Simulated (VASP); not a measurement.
Crystal: BAs (series).

```
B As
1.0
     0.00000    2.38850    2.38850
     2.38850    0.00000    2.38850
     2.38850    2.38850    0.00000
B As
1 1
Direct
  0.00000 0.00000 0.00000
  0.25000 0.25000 0.25000
```

Base run:

```yaml
Program: VASP 6.6.1
Functional: PBE
Potentials_or_basis: VASP PAW PBE potentials, release 64 (B, As)
Cutoff: 500 eV
k_mesh: 16 × 16 × 16
Occupations: gaussian, width 0.02 eV
Spin: no spin polarisation
```

Its results: band gap on the k mesh 1.19 eV, indirect (least direct gap 3.28 eV); pressure 3.4 GPa.

The run is repeated on the same cell with these changes: k mesh from 16 × 16 × 16 to 6 × 6 × 6. What comes out?

Band gap on the k mesh 1.27 eV, indirect (least direct gap 3.27 eV); pressure 3.5 GPa.

A k mesh can miss the band edges.
